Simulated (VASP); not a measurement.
# Ge2Sb2O (P6/mmm) in VASP: a series of runs

Runs on Ge2Sb2O. Level: PBE. Tasks: single point, relaxation of cell and atoms.

Everything below comes from runs of VASP 6.6.1. Logs are shortened: lines on timing, memory, paths and dates and some standing lists are left out, and cuts for length are marked.

### Step 1. The cell of the first run

The structure is hexagonal, space group P6/mmm (No. 191). The conventional cell has a = 4.911 Å, b = 4.911 Å, c = 5.358 Å, α = 90.00°, β = 90.00°, γ = 120.00°. Within 3.5 Å of Ge (site symmetry -6m2) lie 2 Sb at 2.68 Å and 3 Ge at 2.84 Å and 3 O at 2.84 Å. Within 3.5 Å of Sb (site symmetry -6m2) lie 2 Ge at 2.68 Å and 3 Sb at 2.84 Å. O (site symmetry 6/mmm) has 6 Ge at 2.84 Å within 3.7 Å.

The cell was generated, and may not be a known phase.

### Step 2. Single point, PBE

INCAR reads:

```
SYSTEM = Ge2Sb2O
PREC     = Accurate       ! precision mode
ENCUT    = 520            ! plane-wave cutoff, eV
EDIFF    = 1E-6           ! SCF threshold, eV
ISMEAR   = 0              ! smearing method
SIGMA    = 0.1            ! smearing width, eV
LREAL    = .False.        ! projectors in reciprocal space
LASPH    = .True.         ! aspherical terms in the spheres
NELM     = 80             ! most SCF steps
ALGO     = Normal         ! electronic algorithm
ISIF     = 2              ! what is computed and relaxed
LWAVE    = .False.        ! write WAVECAR
LCHARG   = .True.         ! write CHGCAR
GGA      = PE             ! functional
LELF     = .True.         ! ELF
LVHAR    = .True.       
NBANDS   = 30             ! bands
```

KPOINTS reads:

```
Automatic mesh
0
Gamma
  6 6 4
  0 0 0
```

POSCAR reads:

```
Ge2Sb2O
1.0
    4.9105621000      0.0000000000      0.0000000000
   -2.4552810500      4.2526715200      0.0000000000
    0.0000000000      0.0000000000      5.3576044400
Ge Sb O
2 2 1
Direct
    0.3333333300      0.6666666700      0.0000000000
    0.6666666700      0.3333333300      0.0000000000
    0.3333333300      0.6666666700      0.5000000000
    0.6666666700      0.3333333300      0.5000000000
    0.0000000000      0.0000000000      0.0000000000
```

Potentials or basis: VASP PAW PBE potentials, release 64 (Ge_d, Sb, O).

Command:

```
cat potpaw_PBE.64/Ge_d/POTCAR potpaw_PBE.64/Sb/POTCAR potpaw_PBE.64/O/POTCAR > POTCAR
mpirun -np 1 vasp_std > vasp.out
```

OUTCAR:

```text
SYSTEM = Ge2Sb2O
   PREC = Accurate
   ENCUT = 520
   EDIFF = 1E-6
   ISMEAR = 0
   LREAL = .False.
   LASPH = .True.
   NELM = 80
   ISIF = 2
   GGA = PE

 ion  position               nearest neighbor table
   1  0.333  0.667  0.000-   3 2.68   3 2.68   2 2.84   2 2.84   2 2.84
   2  0.667  0.333  0.000-   4 2.68   4 2.68   1 2.84   1 2.84   1 2.84
   3  0.333  0.667  0.500-   1 2.68   1 2.68   4 2.84   4 2.84   4 2.84
   4  0.667  0.333  0.500-   2 2.68   2 2.68   3 2.84   3 2.84   3 2.84
   5  0.000  0.000  0.000-

  LATTYP: Found a hexagonal cell.
 ALAT       =     4.9105621000
 C/A-ratio  =     1.0910368978

  Lattice vectors:

 A1 = (   4.9105621000,   0.0000000000,   0.0000000000)
 A2 = (  -2.4552810500,   4.2526715200,   0.0000000000)
 A3 = (   0.0000000000,   0.0000000000,   5.3576044400)

Analysis of symmetry for initial positions (statically):
=====================================================================
 Subroutine PRICEL returns:
 Original cell was already a primitive cell.

 Routine SETGRP: Setting up the symmetry group for a
 hexagonal supercell.

 Subroutine GETGRP returns: Found 24 space group operations
 (whereof 24 operations were pure point group operations)
 out of a pool of 24 trial point group operations.

The static configuration has the point symmetry D_6h.

Analysis of symmetry for dynamics (positions and initial velocities):
=====================================================================
 Subroutine PRICEL returns:
 Original cell was already a primitive cell.

 Routine SETGRP: Setting up the symmetry group for a
 hexagonal supercell.

 Subroutine GETGRP returns: Found 24 space group operations
 (whereof 24 operations were pure point group operations)
 out of a pool of 24 trial point group operations.

The dynamic configuration has the point symmetry D_6h.

 Subroutine INISYM returns: Found 24 space group operations
 (whereof 24 operations are pure point group operations),
 and found     1 'primitive' translations

----------------------------------------------------------------------------------------

                                     Primitive cell

  volume of cell :     111.8829

  direct lattice vectors                    reciprocal lattice vectors
     4.910562100  0.000000000  0.000000000     0.203642675  0.117573153  0.000000000
    -2.455281050  4.252671520  0.000000000     0.000000000  0.235146306  0.000000000
     0.000000000  0.000000000  5.357604440     0.000000000  0.000000000  0.186650584

  length of vectors
     4.910562100  4.910562095  5.357604440     0.235146306  0.235146306  0.186650584

  position of ions in fractional coordinates (direct lattice)
     0.333333330  0.666666670  0.000000000
     0.666666670  0.333333330  0.000000000
     0.333333330  0.666666670  0.500000000
     0.666666670  0.333333330  0.500000000
     0.000000000  0.000000000  0.000000000

  ion indices of the primitive-cell ions
   primitive index   ion index
                 1           1
                 2           2
                 3           3
                 4           4
                 5           5

----------------------------------------------------------------------------------------

 KPOINTS: Automatic mesh

Automatic generation of k-mesh.
 Grid dimensions read from file:
 generate k-points for:    6    6    4

 Generating k-lattice:

  Cartesian coordinates                     Fractional coordinates (reciprocal lattice)
     0.033940446  0.019595526  0.000000000     0.166666667  0.000000000  0.000000000
     0.000000000  0.039191051  0.000000000     0.000000000  0.166666667  0.000000000
     0.000000000  0.000000000  0.046662646     0.000000000  0.000000000  0.250000000

  Length of vectors
     0.039191051  0.039191051  0.046662646

  Shift w.r.t. Gamma in fractional coordinates (k-lattice)
     0.000000000  0.000000000  0.000000000

 Subroutine IBZKPT returns following result:
 ===========================================

 Found     21 irreducible k-points:

 Following reciprocal coordinates:
            Coordinates               Weight
  0.000000  0.000000  0.000000      1.000000
  0.166667 -0.000000  0.000000      6.000000
  0.333333 -0.000000  0.000000      6.000000
  0.500000 -0.000000  0.000000      3.000000
  0.166667  0.166667  0.000000      6.000000
  0.333333  0.166667  0.000000     12.000000
[... 13 lines left out ...]
  0.333333  0.166667  0.500000     12.000000
  0.333333  0.333333  0.500000      2.000000
   k-points           NKPTS =     21   k-points in BZ     NKDIM =     21   number of bands    NBANDS=     30
   number of dos      NEDOS =    301   number of ions     NIONS =      5
   total plane-waves  NPLWV =  64000
   dimension x,y,z NGX =    40 NGY =   40 NGZ =   40
   dimension x,y,z NGXF=    80 NGYF=   80 NGZF=   80
   ions per type =               2   2   1
   NGX,Y,Z   is equivalent  to a cutoff of  13.54, 13.54, 12.41 a.u.
   NGXF,Y,Z  is equivalent  to a cutoff of  27.08, 27.08, 24.82 a.u.
 SYSTEM =  Ge2Sb2O
   PREC   = accura    normal or accurate (medium, high low for compatibility)
   ISTART =      0    job   : 0-new  1-cont  2-samecut
   ICHARG =      2    charge: 1-file 2-atom 10-const
   ISPIN  =      1    spin polarized calculation?
   LNONCOLLINEAR =      F non collinear calculations
   LSORBIT =      F    spin-orbit coupling
   LASPH  =      T    aspherical Exc in radial PAW
   ENCUT  =  520.0 eV  38.22 Ry    6.18 a.u.   9.13  9.13  9.96*2*pi/ulx,y,z
   NELM   =     80;   NELMIN=  2; NELMDL= -5     # of ELM steps
   EDIFF  = 0.1E-05   stopping-criterion for ELM
   LREAL  =      F    real-space projection
   EDIFFG = 0.1E-04   stopping-criterion for IOM
   NSW    =      0    number of steps for IOM
   IBRION =     -1    ionic relax: 0-MD 1-quasi-New 2-CG
   NFREE  =      0    steps in history (QN), initial steepest desc. (CG)
   ISIF   =      2    stress and relaxation
   ISYM   =      2    0-nonsym 1-usesym 2-fastsym
   POTIM  = 0.5000    time-step for ionic-motion
   TEBEG  =    0.0;   TEEND  =   0.0 temperature during run
   PSTRESS=    0.0 pullay stress
   NELECT =      44.0000    total number of electrons
   NUPDOWN=      -1.0000    fix difference up-down
   EMIN   =  10.00;   EMAX   =-10.00  energy-range for DOS
   EFERMI =   0.00;   METHOD = LEGACY
   ISMEAR =     0;   SIGMA  =   0.10  broadening in eV -4-tet -1-fermi 0-gaus
   EFERMI_NEDOS =   21; number of points for ismear=-14 and -15
   IALGO  =     38    algorithm
   IMIX   =      4    mixing-type and parameters
     AMIX     =   0.40;   BMIX     =  1.00
     AMIX_MAG =   1.60;   BMIX_MAG =  1.00
  volume/ion in A,a.u.               =      22.38       151.00
  Fermi-wavevector in a.u.,A,eV,Ry     =   1.199420  2.266574 19.573443  1.438607
  Thomas-Fermi vector in A             =   2.335283
   LORBIT       =      0    0 simple, 1 ext, 2 COOP (PROOUT), +10 PAW based schemes
   GGA     = PE    functional components
   LHFCALC =     F    Hartree Fock is set to
   AEXX    =    0.0000 exact exchange contribution
   IVDW    =     0    specifies the selected vdW correction
   LEPSILON=     F    determine dielectric tensor
   LRPA    =     F    only Hartree local field effects (RPA)
 non-spin polarized calculation
 Gauss-broadening in eV      SIGMA  =   0.10
  energy-cutoff  :      520.00
  volume of cell :      111.88
 maximum number of plane-waves:      3036
 NGX is ok and might be reduce to    40
   NGX = 19   NGY = 19   NGZ = 19

 number of electron      43.9999991 magnetization

 Free energy of the ion-electron system (eV)
  ---------------------------------------------------
  ext. energy  EPLUGINS =         0.00000000
  ---------------------------------------------------
  free energy    TOTEN  =       -20.24755038 eV

  energy without entropy =      -20.23519240  energy(sigma->0) =      -20.24137139

 E-fermi :   5.8371     XC(G=0):  -9.9136

 val. band max:        5.8078522169   @ k =   0.1667   0.1667   0.2500
 cond. band min:       5.8741565456   @ k =   0.3333  -0.0000   0.5000
 fundamental gap:      0.0663043287
 Fermi energy:         5.8370806234

 k-point     1 :       0.0000    0.0000    0.0000
  band No.  band energies     occupation
      1     -18.9658      2.00000
      2     -18.9339      2.00000
      3     -18.9339      2.00000
      4     -18.9289      2.00000
      5     -18.9289      2.00000
      6     -18.9087      2.00000
[... 22 lines left out ...]
     29      11.3142      0.00000
     30      11.6232      0.00000

 k-point     2 :       0.1667   -0.0000    0.0000
  band No.  band energies     occupation
      1     -18.9649      2.00000
      2     -18.9421      2.00000
      3     -18.9414      2.00000
      4     -18.9296      2.00000
      5     -18.9272      2.00000
      6     -18.9064      2.00000
[... 22 lines left out ...]
     29      11.2042      0.00000
     30      11.7649      0.00000

 k-point     3 :       0.3333   -0.0000    0.0000
  band No.  band energies     occupation
      1     -18.9635      2.00000
      2     -18.9529      2.00000
      3     -18.9523      2.00000
      4     -18.9309      2.00000
      5     -18.9233      2.00000
      6     -18.9063      2.00000
[... 22 lines left out ...]
     29      11.5579      0.00000
     30      12.1992      0.00000

 k-point     4 :       0.5000   -0.0000    0.0000
  band No.  band energies     occupation
      1     -18.9637      2.00000
      2     -18.9567      2.00000
      3     -18.9565      2.00000
      4     -18.9315      2.00000
      5     -18.9206      2.00000
      6     -18.9069      2.00000
[... 517 lines left out ...]
     29       9.6450      0.00000
     30      10.9491      0.00000

 k-point    20 :       0.3333    0.1667    0.5000
  band No.  band energies     occupation
      1     -18.9662      2.00000
      2     -18.9572      2.00000
      3     -18.9553      2.00000
      4     -18.9328      2.00000
      5     -18.9197      2.00000
      6     -18.9060      2.00000
[... 22 lines left out ...]
     29      10.8052      0.00000
     30      11.7158      0.00000

 k-point    21 :       0.3333    0.3333    0.5000
  band No.  band energies     occupation
      1     -18.9693      2.00000
      2     -18.9568      2.00000
      3     -18.9568      2.00000
      4     -18.9336      2.00000
      5     -18.9128      2.00000
      6     -18.9128      2.00000
[... 22 lines left out ...]
     29      10.9013      0.00000
     30      12.0800      0.00000

------------------------ aborting loop because EDIFF is reached ----------------------------------------

  FORCE on cell =-STRESS in cart. coord.  units (eV):
  Direction    XX          YY          ZZ          XY          YZ          ZX
  --------------------------------------------------------------------------------------
  -------------------------------------------------------------------------------------
  Total       -1.5094218     -1.5094218      8.9513019      0.0000000     -0.0000000      0.0000000
  in kB      -21.6151125    -21.6151124    128.1837862      0.0000000     -0.0000000      0.0000000
  external PRESSURE =      28.3178538 kB  Pullay stress =       0.0000000 kB

 VOLUME and BASIS-vectors are now :
 -----------------------------------------------------------------------------
  energy-cutoff  :      520.00
  volume of cell :      111.88
      direct lattice vectors                 reciprocal lattice vectors
     4.910562100  0.000000000  0.000000000     0.203642675  0.117573153  0.000000000
    -2.455281050  4.252671520  0.000000000     0.000000000  0.235146306  0.000000000
     0.000000000  0.000000000  5.357604440     0.000000000  0.000000000  0.186650584

 POSITION                                       TOTAL-FORCE (eV/Angst)
 -----------------------------------------------------------------------------------
     -0.00000      2.83511      0.00000         0.000000      0.000000      0.000000
      2.45528      1.41756      0.00000         0.000000      0.000000      0.000000
     -0.00000      2.83511      2.67880        -0.000000      0.000000     -0.000000
      2.45528      1.41756      2.67880         0.000000     -0.000000      0.000000
      0.00000      0.00000      0.00000        -0.000000      0.000000      0.000000
 -----------------------------------------------------------------------------------
    total drift:                                0.000000     -0.000000     -0.000000

  FREE ENERGIE OF THE ION-ELECTRON SYSTEM (eV)
  ---------------------------------------------------
  free  energy   TOTEN  =       -20.2475503813 eV

  energy  without entropy=      -20.2351923986  energy(sigma->0) =      -20.24137139
```

Run time: 2.1 min. Hardware: 1 thread of Oxide Virtual Turin-like, shared host; peak memory 0.23 GiB.

What came out:

```
Free energy            : -20.2476 eV
Pressure               : 2.8 GPa
Band gap on the k mesh : zero (bands 22 and 23 overlap by 1.69 eV)
```

Caveat: the stress differs along the axes, from -2 to 13 GPa; spin-orbit coupling is left out, which moves the levels of the heavy elements.

### Step 3. Single point, PBE

This run uses another cell than the first one, of 23.31 Å³/atom.

INCAR reads:

```
SYSTEM = Ge2Sb2O
PREC = Accurate
ENCUT = 520
EDIFF = 1E-6
ISMEAR = 0
SIGMA = 0.1
LREAL = .FALSE.
LASPH = .TRUE.
NELM = 100
ALGO = Normal
ISIF = 2
LWAVE = .FALSE.
LCHARG = .FALSE.
GGA = PE
NBANDS = 30
```

KPOINTS reads:

```
regular mesh
0
G
  6 6 4
  0 0 0
```

POSCAR reads:

```
Ge2Sb2O
1.0
    4.8396027350      0.0000000000      0.0000000000
   -2.4198013675      4.1912189128      0.0000000000
    0.0000000000      0.0000000000      5.7459948454
Ge Sb O
2 2 1
Direct
    0.3333333333      0.6666666667      0.0000000000
    0.6666666667      0.3333333333      0.0000000000
    0.3333333333      0.6666666667      0.5000000000
    0.6666666667      0.3333333333      0.5000000000
    0.0000000000      0.0000000000      0.0000000000
```

Potentials or basis: VASP PAW PBE potentials, release 64 (Ge_d, Sb, O).

Command:

```
cat potpaw_PBE.64/Ge_d/POTCAR potpaw_PBE.64/Sb/POTCAR potpaw_PBE.64/O/POTCAR > POTCAR
mpirun -np 1 vasp_std > vasp.out
```

Run time: 1.8 min. Hardware: 1 thread of Oxide Virtual Turin-like, shared host; peak memory 0.24 GiB.

Results (log left out):

```yaml
Free_energy: -20.5760 eV
Pressure: 0.1 GPa
Band_gap_on_the_k_mesh: zero (bands 22 and 23 overlap by 1.81 eV)
```

Stress tensor (GPa, compression positive):
```
-0.03  0.00  0.00
 0.00 -0.03  0.00
 0.00  0.00  0.29
```

Levels at points of the mesh, in eV from the Fermi level:
```
           k point  band 19  band 20  band 21  band 22  band 23  band 24  band 25  band 26
(0.00, 0.00, 0.00)    -2.49    -2.49    -0.99    -0.82    -0.51    -0.51     1.29     1.29
(0.50, 0.00, 0.00)    -2.78    -1.83    -1.10    -0.92     0.90     1.88     3.43     4.11
(0.00, 0.00, 0.50)    -2.43    -1.69    -1.42    -1.42    -1.22     0.36     1.15     1.15
(0.50, 0.00, 0.50)    -1.32    -0.75     0.30     0.56     0.56     0.59     1.45     2.32
```

Caveat: spin-orbit coupling is left out, which moves the levels of the heavy elements.

### Step 4. Relaxation of cell and atoms, PBE

INCAR reads:

```
PREC = Accurate ; ENCUT = 600
EDIFF = 1E-6 ; ISMEAR = 0
SIGMA = 0.1 ; LREAL = False
LASPH = True ; NELM = 80
ALGO = Normal ; ISIF = 3
LWAVE = False ; LCHARG = False
GGA = PE ; IBRION = 2
NSW = 90 ; EDIFFG = -0.04
```

KPOINTS reads:

```
regular mesh
0
Gamma
  6 6 4
```

POSCAR reads:

```
Ge2Sb2O
1.0
    4.9105621000      0.0000000000      0.0000000000
   -2.4552810500      4.2526715200      0.0000000000
    0.0000000000      0.0000000000      5.3576044400
Ge Sb O
2 2 1
Direct
    0.3333333300      0.6666666700      0.0000000000
    0.6666666700      0.3333333300      0.0000000000
    0.3333333300      0.6666666700      0.5000000000
    0.6666666700      0.3333333300      0.5000000000
    0.0000000000      0.0000000000      0.0000000000
```

Command:

```
cat potpaw_PBE.64/Ge_d/POTCAR potpaw_PBE.64/Sb/POTCAR potpaw_PBE.64/O/POTCAR > POTCAR
mpirun -np 1 vasp_std > vasp.out
```

Wall time 5.4 min (1 thread of Oxide Virtual Turin-like, shared host); peak memory 0.29 GiB.

Results (log left out):

```yaml
Free_energy: -20.5759 eV
Relaxed_volume: 23.35 Å³/atom
Relaxed_cell: a = 4.836 Å, b = 4.836 Å, c = 5.763 Å, α = 90.00°, β = 90.00°, γ = 120.00°
Space_group_after_relaxing_to_0.1_Å: P6/mmm (No. 191)
Energy_gained_by_relaxing: 65.5 meV/atom
Ionic_steps: 5
Pressure_after_relaxing: 0.0 GPa
Band_gap_on_the_k_mesh: zero (bands 22 and 23 overlap by 1.85 eV)
```

Stress tensor (GPa, compression positive):
```
 0.06  0.00  0.00
 0.00  0.06  0.00
 0.00  0.00 -0.18
```

The path:
```tsv
step	energy change (eV)	largest force (eV/Å)	pressure (GPa)	volume (Å³)
1	0.0000	0.0000	2.82	111.88
2	-0.3218	0.0000	-0.54	118.00
3	-0.3271	0.0000	-0.25	117.21
4	-0.3272	0.0000	-0.27	117.31
5	-0.3275	0.0000	-0.02	116.73
```

Final structure:
```
Ge Sb O
1.0
     4.83636    0.00000    0.00000
    -2.41818    4.18841    0.00000
     0.00000    0.00000    5.76259
Ge Sb O
2 2 1
Direct
  0.33333 0.66667 0.00000
  0.66667 0.33333 0.00000
  0.33333 0.66667 0.50000
  0.66667 0.33333 0.50000
  0.00000 0.00000 0.00000
```

Levels at points of the mesh, in eV from the Fermi level:
```tsv
k point	band 20	band 21	band 22	band 23	band 24	band 25
(0.00, 0.00, 0.00)	-2.50	-0.96	-0.82	-0.53	-0.53	1.30
(0.50, 0.00, 0.00)	-1.82	-1.10	-0.92	0.90	1.88	3.46
(0.00, 0.00, 0.50)	-1.71	-1.42	-1.42	-1.26	0.35	1.16
(0.50, 0.00, 0.50)	-0.75	0.27	0.54	0.57	0.59	1.42
```

Caveat: spin-orbit coupling is left out, which moves the levels of the heavy elements.

(Continued in part 2 of 2.)

The gap in the log of VASP goes by the Fermi energy; the results here count the filled bands.